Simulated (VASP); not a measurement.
# Zn12H2O in VASP: further runs

Zn12H2O is run at these levels: PBE+D3(BJ); tasks: single point.

All numbers are computed with VASP 6.6.1; they aren't measurements. Logs are shortened: lines on timing, memory, paths and dates and some standing lists are left out, and cuts for length are marked.

## (1) The cell of the first run

The cell holds a slab with vacuum, 15 atoms: a = 5.320 Å, b = 5.320 Å, c = 17.937 Å, α = 90.00°, β = 90.00°, γ = 60.00°.

## (2) Single point, PBE+D3(BJ)

INCAR

```
PREC = Accurate ; ENCUT = 520
EDIFF = 1E-7 ; ISMEAR = 0
SIGMA = 0.05 ; LREAL = Auto
LASPH = T ; NELM = 100
ALGO = Normal ; ISIF = 2
LWAVE = F ; LCHARG = F
GGA = PE ; IVDW = 12
NBANDS = 89 ; LUSENCCL = F
```

KPOINTS

```
Automatic mesh
0
Gamma
  5 5 1
```

POSCAR

```
Zn12H2O
1.0
    5.3200000000      0.0000000000      0.0000000000
    2.6600000000      4.6072550000      0.0000000000
    0.0000000000      0.0000000000     17.9369600000
Zn O H
12 1 2
Direct
    0.0000000000      0.0000000000      0.0557508100
    0.5000000000      0.0000000000      0.0557508100
   -0.0000000100      0.5000000200      0.0557508100
    0.4999999900      0.5000000200      0.0557508100
   -0.1711493118      0.3364696331      0.1839163058
    0.3379029705      0.3308412348      0.1880369394
   -0.1707701763      0.8341176447      0.1842296803
    0.3382331521      0.8304181057      0.1958786834
   -0.0178395572      0.0086367407      0.3075124995
    0.5143640802     -0.0087806019      0.3374149929
   -0.0035414544      0.5021164486      0.3095543810
    0.5214841145      0.4878690880      0.3414254572
    0.4950843345      0.7561729880      0.4251966023
    0.2918739873      0.3550965854      0.3753026958
    0.3067647828      0.8501410397      0.4501195575
```

Potentials or basis: VASP PAW PBE potentials, release 64 (Zn, O, H).

Launch:

```
cat potpaw_PBE.64/Zn/POTCAR potpaw_PBE.64/O/POTCAR potpaw_PBE.64/H/POTCAR > POTCAR
mpirun -np 1 vasp_std > vasp.out
```

OUTCAR:

```text
PREC = Accurate
   ENCUT = 520
   EDIFF = 1E-7
   ISMEAR = 0
   LREAL = Auto
   LASPH = T
   NELM = 100
   ISIF = 2
   GGA = PE
   IVDW = 12
 IVDW          = 12

 ion  position               nearest neighbor table
   1  0.000  0.000  0.056-   3 2.66   4 2.66   2 2.66   2 2.66   4 2.66   3 2.66   5 2.77   7 2.78
                             8 2.96
   2  0.500  0.000  0.056-   3 2.66   4 2.66   1 2.66   1 2.66   3 2.66   4 2.66   7 2.76   6 2.82
                             8 2.94
   3  1.000  0.500  0.056-   1 2.66   2 2.66   4 2.66   4 2.66   1 2.66   2 2.66   5 2.77   7 2.77
                             6 2.84
   4  0.500  0.500  0.056-   1 2.66   2 2.66   3 2.66   3 2.66   2 2.66   1 2.66   5 2.75   6 2.82
                             8 2.94
   5  0.829  0.336  0.184-   8 2.63   6 2.63   7 2.65   7 2.67   9 2.68   6 2.69   8 2.71  11 2.73
                             4 2.75   3 2.77   1 2.77
   6  0.338  0.331  0.188-   5 2.63   7 2.63   8 2.66   8 2.67  11 2.69   7 2.69   5 2.69   2 2.82
                             4 2.82   3 2.84
   7  0.829  0.834  0.184-   6 2.63   8 2.63   5 2.65   5 2.67   9 2.68   6 2.69   8 2.71  11 2.72
                             2 2.76   3 2.77   1 2.78
   8  0.338  0.830  0.196-   9 2.59   5 2.63   7 2.63   6 2.66   6 2.67   7 2.71   5 2.71   4 2.94
                             2 2.94   1 2.96  10 2.98
   9  0.982  0.009  0.308-  12 2.57   8 2.59  10 2.59  11 2.66  11 2.66   7 2.68   5 2.68  10 2.84
                            12 2.89
  10  0.514  0.991  0.337-  14 1.82  13 2.04   9 2.59  11 2.63  12 2.66  12 2.66  11 2.78   9 2.84
                             8 2.98
  11  0.996  0.502  0.310-  14 1.80  12 2.63  10 2.63   9 2.66   9 2.66   6 2.69   7 2.72   5 2.73
                            10 2.78  12 2.81
  12  0.521  0.488  0.341-  14 1.80  13 2.03   9 2.57  11 2.63  10 2.66  10 2.66  11 2.81   9 2.89

  13  0.495  0.756  0.425-  15 0.98  12 2.03  10 2.04
  14  0.292  0.355  0.375-  12 1.80  11 1.80  10 1.82
  15  0.307  0.850  0.450-  13 0.98

  LATTYP: Found a hexagonal cell.
 ALAT       =     5.3199998717
 C/A-ratio  =     3.3716091039

  Lattice vectors:

 A1 = (  -2.6600000000,  -4.6072550000,   0.0000000000)
 A2 = (   5.3200000000,   0.0000000000,   0.0000000000)
 A3 = (   0.0000000000,   0.0000000000,  17.9369600000)

Analysis of symmetry for initial positions (statically):
=====================================================================
 Subroutine PRICEL returns:
 Original cell was already a primitive cell.

 Routine SETGRP: Setting up the symmetry group for a
 hexagonal supercell.

 Subroutine GETGRP returns: Found  1 space group operations
 (whereof  1 operations were pure point group operations)
 out of a pool of 24 trial point group operations.

The static configuration has the point symmetry C_1 .

Analysis of symmetry for dynamics (positions and initial velocities):
=====================================================================
 Subroutine PRICEL returns:
 Original cell was already a primitive cell.

 Routine SETGRP: Setting up the symmetry group for a
 hexagonal supercell.

 Subroutine GETGRP returns: Found  1 space group operations
 (whereof  1 operations were pure point group operations)
 out of a pool of 24 trial point group operations.

The dynamic configuration has the point symmetry C_1 .

 Subroutine INISYM returns: Found  1 space group operations
 (whereof  1 operations are pure point group operations),
 and found     1 'primitive' translations

----------------------------------------------------------------------------------------

                                     Primitive cell

  volume of cell :     439.6456

  direct lattice vectors                    reciprocal lattice vectors
     5.320000000  0.000000000  0.000000000     0.187969925 -0.108524490  0.000000000
     2.660000000  4.607255000  0.000000000     0.000000000  0.217048980  0.000000000
     0.000000000  0.000000000 17.936960000     0.000000000  0.000000000  0.055750807

  length of vectors
     5.320000000  5.319999872 17.936960000     0.217048975  0.217048980  0.055750807

  position of ions in fractional coordinates (direct lattice)
     0.000000000  0.000000000  0.055750810
     0.500000000  0.000000000  0.055750810
     0.999999990  0.500000020  0.055750810
     0.499999990  0.500000020  0.055750810
     0.828850688  0.336469633  0.183916306
     0.337902970  0.330841235  0.188036939
     0.829229824  0.834117645  0.184229680
     0.338233152  0.830418106  0.195878683
     0.982160443  0.008636741  0.307512499
     0.514364080  0.991219398  0.337414993
     0.996458546  0.502116449  0.309554381
     0.521484114  0.487869088  0.341425457
     0.495084334  0.756172988  0.425196602
     0.291873987  0.355096585  0.375302696
     0.306764783  0.850141040  0.450119558

  ion indices of the primitive-cell ions
   primitive index   ion index
                 1           1
                 2           2
                 3           3
                 4           4
                 5           5
                 6           6
                 7           7
                 8           8
                 9           9
                10          10
                11          11
                12          12
                13          13
                14          14
                15          15

----------------------------------------------------------------------------------------

 KPOINTS: Automatic mesh

Automatic generation of k-mesh.
 Grid dimensions read from file:
 generate k-points for:    5    5    1

 Generating k-lattice:

  Cartesian coordinates                     Fractional coordinates (reciprocal lattice)
     0.037593985 -0.021704898  0.000000000     0.200000000  0.000000000  0.000000000
     0.000000000  0.043409796  0.000000000     0.000000000  0.200000000  0.000000000
     0.000000000  0.000000000  0.055750807     0.000000000  0.000000000  1.000000000

  Length of vectors
     0.043409795  0.043409796  0.055750807

  Shift w.r.t. Gamma in fractional coordinates (k-lattice)
     0.000000000  0.000000000  0.000000000

 Subroutine IBZKPT returns following result:
 ===========================================

 Found     13 irreducible k-points:

 Following reciprocal coordinates:
            Coordinates               Weight
  0.000000  0.000000  0.000000      1.000000
  0.200000  0.000000  0.000000      2.000000
  0.200000  0.200000  0.000000      2.000000
  0.000000  0.200000  0.000000      2.000000
  0.400000  0.000000  0.000000      2.000000
  0.400000  0.400000  0.000000      2.000000
  0.000000  0.400000  0.000000      2.000000
  0.400000  0.200000  0.000000      2.000000
  0.200000  0.400000  0.000000      2.000000
 -0.200000  0.200000  0.000000      2.000000
 -0.400000  0.200000  0.000000      2.000000
  0.400000 -0.400000  0.000000      2.000000
 -0.200000  0.400000  0.000000      2.000000
   k-points           NKPTS =     13   k-points in BZ     NKDIM =     13   number of bands    NBANDS=     89
   number of dos      NEDOS =    301   number of ions     NIONS =     15
   total plane-waves  NPLWV = 224000
   dimension x,y,z NGX =    40 NGY =   40 NGZ =  140
   dimension x,y,z NGXF=    80 NGYF=   80 NGZF=  280
   ions per type =              12   1   2
   NGX,Y,Z   is equivalent  to a cutoff of  12.50, 12.50, 12.98 a.u.
   NGXF,Y,Z  is equivalent  to a cutoff of  25.00, 25.00, 25.95 a.u.
 SYSTEM =  unknown system
   PREC   = accura    normal or accurate (medium, high low for compatibility)
   ISTART =      0    job   : 0-new  1-cont  2-samecut
   ICHARG =      2    charge: 1-file 2-atom 10-const
   ISPIN  =      1    spin polarized calculation?
   LNONCOLLINEAR =      F non collinear calculations
   LSORBIT =      F    spin-orbit coupling
   LASPH  =      T    aspherical Exc in radial PAW
   ENCUT  =  520.0 eV  38.22 Ry    6.18 a.u.   9.89  9.89 33.35*2*pi/ulx,y,z
   NELM   =    100;   NELMIN=  2; NELMDL= -5     # of ELM steps
   EDIFF  = 0.1E-06   stopping-criterion for ELM
   LREAL  =      T    real-space projection
   EDIFFG = 0.1E-05   stopping-criterion for IOM
   NSW    =      0    number of steps for IOM
   IBRION =     -1    ionic relax: 0-MD 1-quasi-New 2-CG
   NFREE  =      0    steps in history (QN), initial steepest desc. (CG)
   ISIF   =      2    stress and relaxation
   ISYM   =      2    0-nonsym 1-usesym 2-fastsym
   POTIM  = 0.5000    time-step for ionic-motion
   TEBEG  =    0.0;   TEEND  =   0.0 temperature during run
   PSTRESS=    0.0 pullay stress
   NELECT =     152.0000    total number of electrons
   NUPDOWN=      -1.0000    fix difference up-down
   EMIN   =  10.00;   EMAX   =-10.00  energy-range for DOS
   EFERMI =   0.00;   METHOD = LEGACY
   ISMEAR =     0;   SIGMA  =   0.05  broadening in eV -4-tet -1-fermi 0-gaus
   EFERMI_NEDOS =   21; number of points for ismear=-14 and -15
   IALGO  =     38    algorithm
   IMIX   =      4    mixing-type and parameters
     AMIX     =   0.40;   BMIX     =  1.00
     AMIX_MAG =   1.60;   BMIX_MAG =  1.00
  volume/ion in A,a.u.               =      29.31       197.79
  Fermi-wavevector in a.u.,A,eV,Ry     =   1.149005  2.171304 17.962570  1.320212
  Thomas-Fermi vector in A             =   2.285677
   LORBIT       =      0    0 simple, 1 ext, 2 COOP (PROOUT), +10 PAW based schemes
   GGA     = PE    functional components
   LHFCALC =     F    Hartree Fock is set to
   AEXX    =    0.0000 exact exchange contribution
   IVDW    =    12    specifies the selected vdW correction
   LEPSILON=     F    determine dielectric tensor
   LRPA    =     F    only Hartree local field effects (RPA)
 non-spin polarized calculation
 Gauss-broadening in eV      SIGMA  =   0.05
  energy-cutoff  :      520.00
  volume of cell :      439.65
 maximum number of plane-waves:     11859
   NGX = 19   NGY = 19   NGZ = 67

 number of electron     152.0000008 magnetization

 Free energy of the ion-electron system (eV)
  ---------------------------------------------------
  ext. energy  EPLUGINS =         0.00000000
  ---------------------------------------------------
  free energy    TOTEN  =       -25.60449238 eV

  energy without entropy =      -25.60120054  energy(sigma->0) =      -25.60284646

 E-fermi :  -0.9839     XC(G=0):  -5.9583

 val. band max:       -0.9883529553   @ k =   0.2000   0.0000   0.0000
 cond. band min:      -0.9084007902   @ k =   0.4000   0.0000   0.0000
 fundamental gap:      0.0799521651
 Fermi energy:        -0.9839346016

 k-point     1 :       0.0000    0.0000    0.0000
  band No.  band energies     occupation
      1     -20.9259      2.00000
      2     -11.1804      2.00000
      3     -10.3175      2.00000
      4      -9.6047      2.00000
      5      -9.5737      2.00000
      6      -9.4518      2.00000
[... 80 lines left out ...]
     87       1.9391      0.00000
     88       2.7093      0.00000

 k-point     2 :       0.2000    0.0000    0.0000
  band No.  band energies     occupation
      1     -20.9248      2.00000
      2     -10.9138      2.00000
      3     -10.1610      2.00000
      4      -9.5632      2.00000
      5      -9.4559      2.00000
      6      -9.4043      2.00000
[... 990 lines left out ...]
     87       4.2477      0.00000
     88       4.3386      0.00000

 k-point    13 :      -0.2000    0.4000    0.0000
  band No.  band energies     occupation
      1     -20.9216      2.00000
      2      -9.9682      2.00000
      3      -9.5102      2.00000
      4      -9.4345      2.00000
      5      -9.3556      2.00000
      6      -9.1122      2.00000
[... 80 lines left out ...]
     87       4.2442      0.00000
     88       4.3344      0.00000
 [bands above 88 left out]

------------------------ aborting loop because EDIFF is reached ----------------------------------------

 Edisp (eV)   -3.76877

 E8    (eV) :    -1.6168

  FORCE on cell =-STRESS in cart. coord.  units (eV):
  Direction    XX          YY          ZZ          XY          YZ          ZX
  --------------------------------------------------------------------------------------
  -------------------------------------------------------------------------------------
  Total      -3.73399    -3.91565     0.24589    -0.34196     0.03980    -0.05848
  in kB     -13.60757   -14.26961     0.89607    -1.24620     0.14505    -0.21313
  external pressure =       -8.99 kB  Pullay stress =        0.00 kB

 VOLUME and BASIS-vectors are now :
 -----------------------------------------------------------------------------
  energy-cutoff  :      520.00
  volume of cell :      439.65
      direct lattice vectors                 reciprocal lattice vectors
     5.320000000  0.000000000  0.000000000     0.187969925 -0.108524490  0.000000000
     2.660000000  4.607255000  0.000000000     0.000000000  0.217048980  0.000000000
     0.000000000  0.000000000 17.936960000     0.000000000  0.000000000  0.055750807

 POSITION                                       TOTAL-FORCE (eV/Angst)
 -----------------------------------------------------------------------------------
      0.00000      0.00000      1.00000         0.177510     -0.106745      0.071990
      2.66000      0.00000      1.00000        -0.172955      0.096569     -0.020296
      6.65000      2.30363      1.00000         0.166444     -0.092084     -0.054111
      3.99000      2.30363      1.00000        -0.174830      0.104250     -0.034018
      5.30449      1.55020      3.29890        -0.006950     -0.001413     -0.000842
      2.67768      1.52427      3.37281         0.011952     -0.007438     -0.018729
      6.63026      3.84299      3.30452        -0.000844      0.008460     -0.000584
      4.00831      3.82595      3.51347         0.004927     -0.002779     -0.008941
      5.24807      0.03979      5.51584        -0.000057     -0.000192      0.020477
      5.37306      4.56680      6.05220         0.010247      0.020012     -0.018555
      6.63679      2.31338      5.55246         0.005601     -0.003205      0.003857
      4.07203      2.24774      6.12413        -0.009550     -0.015758     -0.025388
      4.64527      3.48388      7.62673         0.046529     -0.027403      0.007367
      2.49733      1.63602      6.73179         0.000445     -0.008523      0.022671
      3.89336      3.91682      8.07378        -0.058471      0.036249      0.055102
 -----------------------------------------------------------------------------------
    total drift:                                0.001794     -0.006018     -0.010576

  FREE ENERGIE OF THE ION-ELECTRON SYSTEM (eV)
  ---------------------------------------------------
  free  energy   TOTEN  =       -29.3732633242 eV

  energy  without entropy=      -29.3699714817  energy(sigma->0) =      -29.37161740
```

It took 4.2 min on 1 × NVIDIA H100 80GB with 1 thread of AMD EPYC 7R13 (Zen 3), shared host; peak memory 1.6 GiB.

Results:

```
Free energy                : -29.3733 eV
Largest force              : 0.219 eV/Å
Band gap on the k mesh     : zero (bands 76 and 77 overlap by 0.87 eV)
Dispersion energy per atom : -0.251 eV
```

Forces in eV/Å, atoms in the order of the input:
```
Zn   0.178 -0.107  0.072
Zn  -0.173  0.097 -0.020
Zn   0.166 -0.092 -0.054
Zn  -0.175  0.104 -0.034
Zn  -0.007 -0.001 -0.001
Zn   0.012 -0.007 -0.019
Zn  -0.001  0.008 -0.001
Zn   0.005 -0.003 -0.009
Zn   0.000  0.000  0.020
Zn   0.010  0.020 -0.019
Zn   0.006 -0.003  0.004
Zn  -0.010 -0.016 -0.025
O    0.047 -0.027  0.007
H    0.000 -0.009  0.023
H   -0.058  0.036  0.055
```

Caveat: there is no dipole correction, which matters where the two faces differ.

## (3) Single point, PBE+D3(BJ)

INCAR

```
SYSTEM = Zn12H2O
ALGO = Normal
EDIFF = 1E-6
ENCUT = 520
GGA = PE
ISIF = 2
ISMEAR = 0
IVDW = 12
LASPH = .TRUE.
LCHARG = .FALSE.
LREAL = Auto
LUSENCCL = .FALSE.
LWAVE = .FALSE.
NBANDS = 89
NELM = 80
PREC = Accurate
SIGMA = 0.05
```

KPOINTS

```
k-points
0
G
  5 5 1
  0 0 0
```

POSCAR

```
Zn12H2O
1.0
    5.3200000000      0.0000000000      0.0000000000
    2.6600000000      4.6072550000      0.0000000000
    0.0000000000      0.0000000000     17.9369600000
Zn O H
12 1 2
Direct
    0.0000000000      0.0000000000      0.0557508073
    0.5000000000      0.0000000000      0.0557508073
   -0.0000000543      0.5000001085      0.0557508073
    0.4999999457      0.5000001085      0.0557508073
   -0.1666311623      0.3332363848      0.1921686841
    0.3330553026      0.3338649586      0.1814206532
   -0.1635411846      0.8315515421      0.1871172150
    0.3319593715      0.8315530614      0.1871175495
    0.0054178905     -0.0108767585      0.3164021105
    0.4918955646      0.0161701490      0.3081662667
    0.0043865198      0.5094983890      0.3203460899
    0.4860697188      0.5094966526      0.3203425776
    0.7511776370      0.4976112674      0.4130856622
    0.9051180550      0.1897142659      0.3978627928
    0.6930412918      0.6139035065      0.4591189365
```

Potentials or basis: VASP PAW PBE potentials, release 64 (Zn, O, H).

Launch:

```
cat potpaw_PBE.64/Zn/POTCAR potpaw_PBE.64/O/POTCAR potpaw_PBE.64/H/POTCAR > POTCAR
mpirun -np 1 vasp_std > vasp.out
```

Wall time 3.9 min (1 × NVIDIA H100 80GB with 1 thread of AMD EPYC 7R13 (Zen 3), shared host); peak memory 1.6 GiB.

Results (log left out):

```yaml
Free_energy: -28.7301 eV
Largest_force: 0.162 eV/Å
Band_gap_on_the_k_mesh: zero (bands 76 and 77 overlap by 1.57 eV)
Dispersion_energy_per_atom: -0.255 eV
```

Forces on the atoms (eV/Å):
```
Zn   0.000  0.098 -0.036
Zn   0.000 -0.101 -0.011
Zn  -0.162  0.002 -0.002
Zn   0.162  0.002 -0.002
Zn   0.000  0.001 -0.003
Zn   0.000  0.001  0.002
Zn  -0.001 -0.002 -0.002
Zn   0.001 -0.002 -0.002
Zn   0.000 -0.003 -0.003
Zn   0.000 -0.001  0.016
Zn   0.005 -0.004 -0.004
Zn  -0.005 -0.004 -0.004
O    0.000 -0.067 -0.055
H    0.000  0.028  0.020
H    0.000  0.052  0.084
```

Levels at points of the mesh, in eV from the Fermi level:
```csv
k point,band 75,band 76,band 77,band 78,band 79,band 80
"(0.00, 0.00, 0.00)",-1.36,-1.29,-1.25,0.50,0.62,0.73
```

Caveat: there is no dipole correction, which matters where the two faces differ.

[end of part 1 of 2]

The gap in the log of VASP goes by the Fermi energy; the results here count the filled bands.